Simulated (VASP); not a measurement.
Input of a VASP 6.6.1 run:

INCAR

```
SYSTEM = GaN
PREC = Accurate ; ENCUT = 1330
EDIFF = 1E-6 ; ISMEAR = 0
SIGMA = 0.02 ; LREAL = .False.
LASPH = .True. ; NELM = 120
ALGO = Normal ; ISIF = 2
LWAVE = .False. ; LCHARG = .False.
GGA = CA ; NBANDS = 16
GGA_COMPAT = .False.
```

KPOINTS

```
regular mesh
0
Gamma
  10 10 10
  0 0 0
```

Contents of POSCAR:

```
GaN
1.0
    0.0000000000      2.2275000000      2.2275000000
    2.2275000000      0.0000000000      2.2275000000
    2.2275000000      2.2275000000      0.0000000000
Ga N
1 1
Direct
    0.0000000000      0.0000000000      0.0000000000
    0.2500000000      0.2500000000      0.2500000000
```

Potentials or basis: VASP PAW LDA potentials, release 64 (Ga_d, N_h).

The run is started by

```bash
$ cat potpaw_LDA.64/Ga_d/POTCAR potpaw_LDA.64/N_h/POTCAR > POTCAR
$ mpirun -np 1 vasp_std > vasp.out
```

Question: Estimate the band gap on the k mesh.

Answer: 1.98 eV.

Question: Predict the pressure.

Answer: 1.0 GPa.
